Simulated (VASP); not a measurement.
# KMgF3 (P4/mmm) in VASP: further runs

Runs on KMgF3. Level: PBEsol. Tasks: single point.

Everything below comes from runs of VASP 6.6.1. Logs are shortened: lines on timing, memory, paths and dates and some standing lists are left out, and cuts for length are marked.

**1. The cell of the first run**

It takes space group P4/mmm (No. 123, tetragonal). The conventional cell has a = 3.955 Å, b = 3.955 Å, c = 4.171 Å, α = 90.00°, β = 90.00°, γ = 90.00°. Within 3.7 Å of K (site symmetry 4/mmm) lie 12 F at 2.80 to 2.87 Å and 8 Mg at 3.49 Å. Mg (site symmetry 4/mmm) has 6 F at 1.98 to 2.09 Å within 2.6 Å. Within 2.6 Å of F (site symmetry mmm) lie 2 Mg at 1.98 Å. Within 2.8 Å of F (site symmetry 4/mmm) lie 2 Mg at 2.09 Å and 4 K at 2.80 Å.

**2. Single point, PBEsol (uniaxial strain along a: +4.5 %, then relaxed in part)**

Input file INCAR:

```
  ALGO = Normal
  EDIFF = 1E-6
  ENCUT = 600
  GGA = PS
  GGA_COMPAT = False
  ISIF = 2
  ISMEAR = 0
  LASPH = True
  LCHARG = False
  LREAL = False
  LWAVE = False
  NBANDS = 24
  NELM = 120
  PREC = Accurate
  SIGMA = 0.02
```

Input file KPOINTS:

```
k-points
0
Gamma
  6 6 6
```

Input file POSCAR:

```
KMgF3
1.0
    4.1708601983      0.0000000000      0.0000000000
    0.0000000000      3.9547242063      0.0000000000
    0.0000000000      0.0000000000      3.9547242063
K Mg F
1 1 3
Direct
    0.5000000000      0.5000000000      0.5000000000
    0.0000000000      0.0000000000      0.0000000000
    0.0000000000      0.5000000000      0.0000000000
    0.0000000000      0.0000000000      0.5000000000
    0.5000000000      0.0000000000      0.0000000000
```

Potentials or basis: VASP PAW PBE potentials, release 64 (K_sv, Mg, F).

Command:

```console
cat potpaw_PBE.64/K_sv/POTCAR potpaw_PBE.64/Mg/POTCAR potpaw_PBE.64/F/POTCAR > POTCAR
mpirun -np 1 vasp_std > vasp.out
```

OUTCAR:

```text
EDIFF = 1E-6
   ENCUT = 600
   GGA = PS
   ISIF = 2
   ISMEAR = 0
   LASPH = True
   LREAL = False
   NELM = 120
   PREC = Accurate

 ion  position               nearest neighbor table
   1  0.500  0.500  0.500-   5 2.80   5 2.80   5 2.80   5 2.80   2 3.49   2 3.49   2 3.49   2 3.49
                             2 3.49   2 3.49   2 3.49   2 3.49
   2  0.000  0.000  0.000-   3 1.98   4 1.98   4 1.98   3 1.98   5 2.09   5 2.09   1 3.49   1 3.49
                             1 3.49   1 3.49   1 3.49   1 3.49   1 3.49   1 3.49
   3  0.000  0.500  0.000-   2 1.98   2 1.98
   4  0.000  0.000  0.500-   2 1.98   2 1.98
   5  0.500  0.000  0.000-   2 2.09   2 2.09   1 2.80   1 2.80   1 2.80   1 2.80

  LATTYP: Found a simple tetragonal cell.
 ALAT       =     3.9547242063
 C/A-ratio  =     1.0546526081

  Lattice vectors:

 A1 = (   0.0000000000,   3.9547242063,   0.0000000000)
 A2 = (   0.0000000000,   0.0000000000,   3.9547242063)
 A3 = (   4.1708601983,   0.0000000000,   0.0000000000)

Analysis of symmetry for initial positions (statically):
=====================================================================
 Subroutine PRICEL returns:
 Original cell was already a primitive cell.

 Routine SETGRP: Setting up the symmetry group for a
 simple tetragonal supercell.

 Subroutine GETGRP returns: Found 16 space group operations
 (whereof 16 operations were pure point group operations)
 out of a pool of 16 trial point group operations.

The static configuration has the point symmetry D_4h.

Analysis of symmetry for dynamics (positions and initial velocities):
=====================================================================
 Subroutine PRICEL returns:
 Original cell was already a primitive cell.

 Routine SETGRP: Setting up the symmetry group for a
 simple tetragonal supercell.

 Subroutine GETGRP returns: Found 16 space group operations
 (whereof 16 operations were pure point group operations)
 out of a pool of 16 trial point group operations.

The dynamic configuration has the point symmetry D_4h.

 Subroutine INISYM returns: Found 16 space group operations
 (whereof 16 operations are pure point group operations),
 and found     1 'primitive' translations

----------------------------------------------------------------------------------------

                                     Primitive cell

  volume of cell :      65.2316
[... 95 lines left out ...]
   EDIFF  = 0.1E-05   stopping-criterion for ELM
   LREAL  =      F    real-space projection
   EDIFFG = 0.1E-04   stopping-criterion for IOM
   NSW    =      0    number of steps for IOM
   IBRION =     -1    ionic relax: 0-MD 1-quasi-New 2-CG
   NFREE  =      0    steps in history (QN), initial steepest desc. (CG)
   ISIF   =      2    stress and relaxation
   ISYM   =      2    0-nonsym 1-usesym 2-fastsym
   POTIM  = 0.5000    time-step for ionic-motion
   TEBEG  =    0.0;   TEEND  =   0.0 temperature during run
   PSTRESS=    0.0 pullay stress
   NELECT =      32.0000    total number of electrons
   NUPDOWN=      -1.0000    fix difference up-down
   EMIN   =  10.00;   EMAX   =-10.00  energy-range for DOS
   EFERMI =   0.00;   METHOD = LEGACY
   ISMEAR =     0;   SIGMA  =   0.02  broadening in eV -4-tet -1-fermi 0-gaus
   EFERMI_NEDOS =   21; number of points for ismear=-14 and -15
   IALGO  =     38    algorithm
   IMIX   =      4    mixing-type and parameters
     AMIX     =   0.40;   BMIX     =  1.00
     AMIX_MAG =   1.60;   BMIX_MAG =  1.00
  volume/ion in A,a.u.               =      13.05        88.04
  Fermi-wavevector in a.u.,A,eV,Ry     =   1.291136  2.439894 22.681366  1.667033
  Thomas-Fermi vector in A             =   2.422925
   LORBIT       =      0    0 simple, 1 ext, 2 COOP (PROOUT), +10 PAW based schemes
   GGA     = PS    functional components
   LHFCALC =     F    Hartree Fock is set to
   AEXX    =    0.0000 exact exchange contribution
   IVDW    =     0    specifies the selected vdW correction
   LEPSILON=     F    determine dielectric tensor
   LRPA    =     F    only Hartree local field effects (RPA)
 non-spin polarized calculation
 Gauss-broadening in eV      SIGMA  =   0.02
  energy-cutoff  :      600.00
  volume of cell :       65.23
 maximum number of plane-waves:      2196
 NGX is ok and might be reduce to    36
   NGX = 17   NGY = 15   NGZ = 15

 number of electron      31.9999989 magnetization

 Free energy of the ion-electron system (eV)
  ---------------------------------------------------
  ext. energy  EPLUGINS =         0.00000000
  ---------------------------------------------------
  free energy    TOTEN  =       -25.22859357 eV

  energy without entropy =      -25.22859357  energy(sigma->0) =      -25.22859357

 E-fermi :  -1.7456     XC(G=0):  -9.7898

 val. band max:       -1.8259264467   @ k =   0.5000   0.5000   0.5000
 cond. band min:       5.0506266589   @ k =   0.0000   0.0000   0.0000
 fundamental gap:      6.8765531056
 Fermi energy:        -1.7455546620

 k-point     1 :       0.0000    0.0000    0.0000
  band No.  band energies     occupation
      1     -27.3898      2.00000
      2     -21.8290      2.00000
      3     -21.2285      2.00000
      4     -21.0594      2.00000
      5     -10.9813      2.00000
      6     -10.9318      2.00000
[... 637 lines left out ...]
     23      11.7847      0.00000
     24      13.0574      0.00000

 [... further k-points ...]

------------------------ aborting loop because EDIFF is reached ----------------------------------------

  FORCE on cell =-STRESS in cart. coord.  units (eV):
  Direction    XX          YY          ZZ          XY          YZ          ZX
  --------------------------------------------------------------------------------------
  -------------------------------------------------------------------------------------
  Total       -1.9515173     -0.1904886     -0.1904886      0.0000000      0.0000000      0.0000000
  in kB      -47.9319330     -4.6786603     -4.6786603      0.0000000      0.0000000      0.0000000
  external PRESSURE =     -19.0964178 kB  Pullay stress =       0.0000000 kB

 VOLUME and BASIS-vectors are now :
 -----------------------------------------------------------------------------
  energy-cutoff  :      600.00
  volume of cell :       65.23
      direct lattice vectors                 reciprocal lattice vectors
     4.170860198  0.000000000  0.000000000     0.239758695  0.000000000  0.000000000
     0.000000000  3.954724206  0.000000000     0.000000000  0.252862133  0.000000000
     0.000000000  0.000000000  3.954724206     0.000000000  0.000000000  0.252862133

 POSITION                                       TOTAL-FORCE (eV/Angst)
 -----------------------------------------------------------------------------------
      2.08543      1.97736      1.97736         0.000000      0.000000      0.000000
      0.00000      0.00000      0.00000         0.000000      0.000000      0.000000
      0.00000      1.97736      0.00000         0.000000      0.000000      0.000000
      0.00000      0.00000      1.97736         0.000000      0.000000      0.000000
      2.08543      0.00000      0.00000         0.000000      0.000000      0.000000
 -----------------------------------------------------------------------------------
    total drift:                                0.000000      0.000000     -0.000000

  FREE ENERGIE OF THE ION-ELECTRON SYSTEM (eV)
  ---------------------------------------------------
  free  energy   TOTEN  =       -25.2285935739 eV

  energy  without entropy=      -25.2285935739  energy(sigma->0) =      -25.22859357
```

stdout:

```text
POSCAR found type information on POSCAR K MgF
 POSCAR found :  3 types and       5 ions
 scaLAPACK will be used
 -----------------------------------------------------------------------------
|                                                                             |
|                                                                             |
|     You enforced a specific xc type in the INCAR file but a different       |
|     I HOPE YOU KNOW WHAT YOU ARE DOING!                                     |
|                                                                             |
 -----------------------------------------------------------------------------

 LDA part: xc-table for (Slater+PW92), standard interpolation
 POSCAR, INCAR and KPOINTS ok, starting setup
 FFT: planning ... GRIDC
 FFT: planning ... GRID_SOFT
 FFT: planning ... GRID
 WAVECAR not read
 entering main loop
```

It took 43 s on 1 thread of Intel Xeon Platinum 8488C (Sapphire Rapids), shared host; peak memory 0.23 GiB.

Results:

```
Free energy            : -25.2286 eV
Pressure               : -1.9 GPa
Band gap on the k mesh : 6.88 eV, indirect (least direct gap 7.22 eV)
```

Stress tensor (GPa, compression positive):
```
-4.79  0.00  0.00
 0.00 -0.47  0.00
 0.00  0.00 -0.47
```

Caveat: the cell differs from its parent crystal (uniaxial strain along a: +4.5 %, then relaxed in part); the PAW data sets were made with another functional, which shifts forces and pressure a little.

**3. Single point, PBEsol**

Input file INCAR:

```
SYSTEM = KMgF3
PREC = Accurate
ENCUT = 600
EDIFF = 1E-6
ISMEAR = 0
SIGMA = 0.02
LREAL = .False.
LASPH = .True.
NELM = 120
ALGO = Normal
ISIF = 2
LWAVE = .False.
LCHARG = .False.
GGA = PS
NBANDS = 24
GGA_COMPAT = .False.
```

Input file KPOINTS:

```
Automatic mesh
0
Gamma
  6 6 6
  0 0 0
```

POSCAR is that of step 2.

Potentials or basis: VASP PAW PBE potentials, release 64 (K_sv, Mg, F).

Command:

```console
cat potpaw_PBE.64/K_sv/POTCAR potpaw_PBE.64/Mg/POTCAR potpaw_PBE.64/F/POTCAR > POTCAR
mpirun -np 1 vasp_std > vasp.out
```

It took 48 s on 1 thread of Intel Xeon Platinum 8488C (Sapphire Rapids), shared host; peak memory 0.22 GiB.

It converged, with:

- Free energy: -25.2286 eV
- Pressure: -1.9 GPa
- Band gap on the k mesh: 6.88 eV, indirect (least direct gap 7.22 eV)

Stress tensor (GPa, compression positive):
```
-4.79  0.00  0.00
 0.00 -0.47  0.00
 0.00  0.00 -0.47
```

Levels at points of the mesh, in eV from the valence-band top:
```
           k point  band 12  band 13  band 14  band 15  band 16  band 17  band 18  band 19  band 20  band 21
(0.00, 0.00, 0.00)    -0.59    -0.59    -0.35    -0.34    -0.34     6.88     9.77    10.00    11.93    11.93
(0.50, 0.00, 0.00)    -0.89    -0.70    -0.70    -0.55    -0.55     9.61     9.89    10.66    12.59    12.59
(0.00, 0.50, 0.00)    -0.99    -0.93    -0.85    -0.54    -0.53     9.81     9.99    11.03    12.31    12.62
(0.50, 0.50, 0.00)    -1.07    -1.00    -1.00    -0.89    -0.07    10.56    11.33    11.99    12.15    12.69
(0.00, 0.50, 0.50)    -1.15    -1.15    -0.75    -0.75    -0.01    10.64    11.58    12.28    12.28    12.36
(0.50, 0.50, 0.50)    -1.21    -1.05    -0.04    -0.04     0.00    10.15    10.16    10.16    13.25    14.07
```

Caveat: the PAW data sets were made with another functional, which shifts forces and pressure a little. Expect the measured gap to be larger: semilocal functionals such as PBEsol lack the derivative discontinuity.
